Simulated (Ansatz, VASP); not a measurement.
**One calculation of W3C2, two programs**

INCAR

```
PREC = Accurate
ENCUT = 600
EDIFF = 1E-6
ISMEAR = 0
SIGMA = 0.1
LREAL = False
LASPH = True
NELM = 80
ALGO = Normal
ISIF = 3
LWAVE = False
LCHARG = False
GGA = PE
IBRION = 2
NSW = 90
EDIFFG = -0.04
```

File KPOINTS:

```
Automatic mesh
0
Gamma
  4 4 4
```

File POSCAR:

```
W3C2
1.0
    3.7777769600      0.0000000000      0.0000000000
    0.0000000000      3.7777769600      0.0000000000
    0.0000000000      0.0000000000      5.8314412700
W C
3 2
Direct
    0.5000000000      0.5000000000      0.1704901900
    0.5000000000      0.5000000000      0.8295098100
    0.0000000000      0.0000000000      0.5000000000
    0.0000000000      0.5000000000      0.5000000000
    0.5000000000      0.0000000000      0.5000000000
```

Input for Ansatz:

```yaml
crystal:
  lattice:
    - [3.77777696, 0.0, 0.0]
    - [0.0, 3.77777696, 0.0]
    - [0.0, 0.0, 5.83144127]
  atoms:
    - { symbol: W, position: [0.5, 0.5, 0.17049019] }
    - { symbol: W, position: [0.5, 0.5, 0.82950981] }
    - { symbol: W, position: [0.0, 0.0, 0.5] }
    - { symbol: C, position: [0.0, 0.5, 0.5] }
    - { symbol: C, position: [0.5, 0.0, 0.5] }
basis:
  ecutwfc: 420
kpoints:
  mp_grid: { grid: [4, 4, 4] }
hamiltonian:
  xc: pbe
scf:
  occupations: { method: gaussian, width: 0.1 }
  lower_state_search: "off"
output:
  forces: true
  stress: true
  eigenvalues: true
relax:
  adjacent_minimum: "off"
  f_tol: 0.04
  max_steps: 70
  cell: { stress_tol: 0.4 }
```

Alike in both runs: task relaxation of cell and atoms; functional PBE; k mesh 4 × 4 × 4; occupations gaussian, width 0.1 eV; no spin polarisation.

```csv
,VASP,Ansatz
version,VASP 6.6.1,Ansatz 0.2.0
potentials or method,"VASP PAW PBE potentials, release 64 (W_sv, C), cutoff 600 eV","scalar-relativistic, plane waves, PAW"
valence electrons in the cell,50,50
```

|  | VASP | Ansatz | Ansatz less VASP |
| --- | --- | --- | --- |
| gap on the k mesh at the Fermi level, each at its own relaxed structure (eV) | none | none | - |
| relaxed volume (Å³/atom) | 15.71 | 15.66 | -0.049 |
| relaxed cell length with the largest relative difference (Å) | 5.005 | 4.995 | -0.0107 |

A gap of «none» marks a metal or a gap that the smearing closes.

The k mesh is coarse, so the values compare programs but aren't converged. Spin-orbit coupling is off throughout.
